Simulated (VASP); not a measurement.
# Zn2SbO3 (P-4m2) in VASP: a series of runs, part 2 of 2

VASP 6.6.1. Earlier steps stand in the parts before.

## (5) Relaxation of cell and atoms, PBE

Contents of INCAR:

```
PREC = Accurate ; ENCUT = 600
EDIFF = 1E-6 ; ISMEAR = 0
SIGMA = 0.1 ; LREAL = False
LASPH = True ; NELM = 100
ALGO = Normal ; ISIF = 3
LWAVE = False ; LCHARG = False
GGA = PE ; IBRION = 2
NSW = 90 ; EDIFFG = -0.04
```

Contents of KPOINTS:

```
regular mesh
0
Gamma
  6 6 4
```

Contents of POSCAR:

```
Zn2SbO3
1.0
    3.3229925400      0.0000000000      0.0000000000
    0.0000000000      3.3229925400      0.0000000000
    0.0000000000      0.0000000000      7.2827730400
Zn Sb O
2 1 3
Direct
    0.0000000000      0.5000000000      0.7340000300
    0.5000000000      0.0000000000      0.2659999700
    0.0000000000      0.0000000000      0.0000000000
    0.5000000000      0.5000000000      0.0000000000
    0.0000000000      0.5000000000      0.3820000000
    0.5000000000      0.0000000000      0.6180000000
```

Potentials or basis: VASP PAW PBE potentials, release 64 (Zn, Sb, O).

Command:

```sh
$ cat potpaw_PBE.64/Zn/POTCAR potpaw_PBE.64/Sb/POTCAR potpaw_PBE.64/O/POTCAR > POTCAR
$ mpirun -np 1 vasp_std > vasp.out
```

OUTCAR:

```text
PREC = Accurate
   ENCUT = 600
   EDIFF = 1E-6
   ISMEAR = 0
   LREAL = False
   LASPH = True
   NELM = 100
   ISIF = 3
   GGA = PE
   IBRION = 2
   NSW = 90
   EDIFFG = -0.04

 ion  position               nearest neighbor table
   1  0.000  0.500  0.734-   6 2.50   6 2.50   6 2.50   6 2.50   3 2.55   3 2.55
   2  0.500  0.000  0.266-   5 2.50   5 2.50   5 2.50   5 2.50   3 2.55   3 2.55
   3  0.000  0.000  0.000-   4 2.35   4 2.35   4 2.35   4 2.35   2 2.55   2 2.55   1 2.55   1 2.55

   4  0.500  0.500  0.000-   3 2.35   3 2.35   3 2.35   3 2.35
   5  0.000  0.500  0.382-   2 2.50   2 2.50   2 2.50   2 2.50
   6  0.500  0.000  0.618-   1 2.50   1 2.50   1 2.50   1 2.50

  LATTYP: Found a simple tetragonal cell.
 ALAT       =     3.3229925400
 C/A-ratio  =     2.1916308726

  Lattice vectors:

 A1 = (   3.3229925400,   0.0000000000,   0.0000000000)
 A2 = (   0.0000000000,   3.3229925400,   0.0000000000)
 A3 = (   0.0000000000,   0.0000000000,   7.2827730400)

Analysis of symmetry for initial positions (statically):
=====================================================================
 Subroutine PRICEL returns:
 Original cell was already a primitive cell.

 Routine SETGRP: Setting up the symmetry group for a
 simple tetragonal supercell.

 Subroutine GETGRP returns: Found  8 space group operations
 (whereof  8 operations were pure point group operations)
 out of a pool of 16 trial point group operations.

[... 182 lines left out ...]
  external PRESSURE =      -3.5444889 kB  Pullay stress =       0.0000000 kB
[... 101 lines left out ...]
  FREE ENERGIE OF THE ION-ELECTRON SYSTEM (eV)
  ---------------------------------------------------
  free  energy   TOTEN  =       -25.4708919935 eV

  energy  without entropy=      -25.4587904757  energy(sigma->0) =      -25.46484123

 E-fermi :   5.1072     XC(G=0): -11.0463

 val. band max:        5.0971287155   @ k =   0.1667   0.0000   0.2500
 cond. band min:       5.1211542719   @ k =   0.3333   0.1667   0.2500
 fundamental gap:      0.0240255565
 Fermi energy:         5.1071924027

 k-point     1 :       0.0000    0.0000    0.0000
  band No.  band energies     occupation
      1     -15.3684      2.00000
      2     -13.6060      2.00000
      3     -12.9010      2.00000
      4      -2.8422      2.00000
      5      -2.0685      2.00000
      6      -1.5756      2.00000
[... 733 lines left out ...]
     27       9.4810      0.00000
     28       9.7287      0.00000

 [... further k-points ...]

[... ionic steps 4 to 12 ...]

--------------------------------------- Ionic step       13  -------------------------------------------

 number of electron      47.0000004 magnetization

------------------------ aborting loop because EDIFF is reached ----------------------------------------
[... 75 lines left out ...]
--------------------------------------- Ionic step       15  -------------------------------------------

 number of electron      46.9999993 magnetization

 Free energy of the ion-electron system (eV)
  ---------------------------------------------------
  ext. energy  EPLUGINS =         0.00000000
  ---------------------------------------------------
  free energy    TOTEN  =       -25.83095776 eV

  energy without entropy =      -25.81961400  energy(sigma->0) =      -25.82528588

 E-fermi :   4.3332     XC(G=0): -10.6290

 val. band max:        4.3144290671   @ k =   0.3333   0.1667   0.2500
 cond. band min:       4.4310005260   @ k =   0.3333   0.1667   0.5000
 fundamental gap:      0.1165714589
 Fermi energy:         4.3332257519

 k-point     1 :       0.0000    0.0000    0.0000
  band No.  band energies     occupation
      1     -16.1053      2.00000
      2     -14.1042      2.00000
      3     -13.3694      2.00000
      4      -3.4011      2.00000
      5      -2.3752      2.00000
      6      -2.0502      2.00000
[... 768 lines left out ...]
  FREE ENERGIE OF THE ION-ELECTRON SYSTEM (eV)
  ---------------------------------------------------
  free  energy   TOTEN  =       -25.8309577643 eV

  energy  without entropy=      -25.8196140025  energy(sigma->0) =      -25.82528588

 reached required accuracy - stopping structural energy minimisation
```

CONTCAR:

```text
Zn2SbO3
   1.00000000000000
     3.1531815366730602    0.0000000000000000   -0.0000000000000000
    -0.0000000000000000    3.1531815366730602    0.0000000000000000
    -0.0000000000000000    0.0000000000000000    8.4686217129810526
  Zn              Sb              O
     2     1     3
Direct
     1.0000000000000000    0.5000000000000000    0.6200235706290389
     0.5000000000000000    0.0000000000000000    0.3799764293709617
     0.0000000000000000    0.0000000000000000    0.0000000000000000
     0.5000000000000000    0.5000000000000000    0.0000000000000000
     0.0000000000000000    0.5000000000000000    0.3733787008397633
     0.5000000000000000    0.0000000000000000    0.6266212991602366

  0.00000000E+00  0.00000000E+00  0.00000000E+00
  0.00000000E+00  0.00000000E+00  0.00000000E+00
  0.00000000E+00  0.00000000E+00  0.00000000E+00
  0.00000000E+00  0.00000000E+00  0.00000000E+00
  0.00000000E+00  0.00000000E+00  0.00000000E+00
  0.00000000E+00  0.00000000E+00  0.00000000E+00
```

Run time: 6.6 min. Hardware: 1 thread of AMD EPYC 9R45 (Zen 5), shared host; peak memory 0.24 GiB.

Results:

```
Free energy                           : -25.8310 eV
Relaxed volume                        : 14.03 Å³/atom
Relaxed cell                          : a = 3.153 Å, b = 3.153 Å, c = 8.469 Å, α = 90.00°, β = 90.00°, γ = 90.00°
Space group after relaxing (to 0.1 Å) : P-4m2 (No. 115)
Energy gained by relaxing             : 813.5 meV/atom
Ionic steps                           : 15
Pressure after relaxing               : 0.0 GPa
Largest force after relaxing          : 0.033 eV/Å
Band gap on the k mesh                : zero (an odd number of electrons rules out a gap without spin polarisation)
```

Forces in eV/Å, atoms in the order of the input:
```
Zn   0.000  0.000  0.008
Zn   0.000  0.000 -0.008
Sb   0.000  0.000  0.000
O    0.000  0.000  0.000
O    0.000  0.000  0.033
O    0.000  0.000 -0.033
```

The path:
```csv
step,energy change (eV),largest force (eV/Å),pressure (GPa),volume (Å³)
1,0.0000,5.2649,-0.35,80.42
2,-2.5270,3.5000,-6.45,80.05
3,-4.5210,0.8872,-7.46,79.39
4,-4.6116,0.9190,-2.80,79.20
5,-4.6807,0.3979,6.68,75.47
6,-4.7013,0.5785,3.34,76.63
7,-4.8067,0.2475,2.05,78.77
8,-4.8576,0.2462,0.92,81.73
9,-4.8695,0.2240,-0.96,83.53
10,-4.8697,0.2109,-0.79,83.34
11,-4.8753,0.1067,0.69,83.15
12,-4.8760,0.1228,0.31,83.20
13,-4.8794,0.0677,0.17,83.64
14,-4.8803,0.0561,0.09,83.96
15,-4.8811,0.0328,0.01,84.20
```

Final structure:
```
CELL_PARAMETERS angstrom
3.15318 0.00000 0.00000
0.00000 3.15318 0.00000
0.00000 0.00000 8.46862
ATOMIC_POSITIONS crystal
Zn 0.00000 0.50000 0.62002
Zn 0.50000 0.00000 0.37998
Sb 0.00000 0.00000 0.00000
O 0.50000 0.50000 0.00000
O 0.00000 0.50000 0.37338
O 0.50000 0.00000 0.62662
```

Caveat: a cell axis changed by over 15 % at a fixed basis, so the end point is rough; spin-orbit coupling is left out, which moves the levels of the heavy elements; an odd number of electrons without spin polarisation forces a metal; a magnetic or distorted state may lie lower.

## (6) Overview

```csv
task,potentials or basis,cell,k mesh,cutoff (eV),gap on the mesh (eV),pressure (GPa),largest force (eV/Å)
single point,"VASP PAW PBE potentials, release 64 (Zn, Sb_d_GW, O)","a = 3.323, b = 3.323, c = 7.283 Å, 6 atoms, atomic positions A",6 × 6 × 4,600,none,0.0,5.27
single point,"VASP PAW PBE potentials, release 64 (Zn, Sb_d_GW, O)","a = 3.155, b = 3.155, c = 8.625 Å, 6 atoms, atomic positions B",6 × 6 × 4,600,none,0.2,0.06
single point,"VASP PAW PBE potentials, release 64 (Zn, Sb, O)","a = 3.151, b = 3.151, c = 8.680 Å, 6 atoms, atomic positions B",12 × 12 × 6,520,none,-0.1,0.06
relaxation of cell and atoms,"VASP PAW PBE potentials, release 64 (Zn, Sb, O)","relaxed from a = 3.323, b = 3.323, c = 7.283 Å, 6 atoms, atomic positions A",6 × 6 × 4,600,none,0.0,0.03
```

Alike in all rows: level PBE; no spin polarisation; smearing gaussian 0.1 eV.

Caveats: spin-orbit coupling is left out, which moves the levels of the heavy elements; an odd number of electrons without spin polarisation forces a metal; a magnetic or distorted state may lie lower; a cell axis changed by over 15 % at a fixed basis, so the end point is rough (at least some runs).

Absolute energies hang on the potentials; compare differences alone.
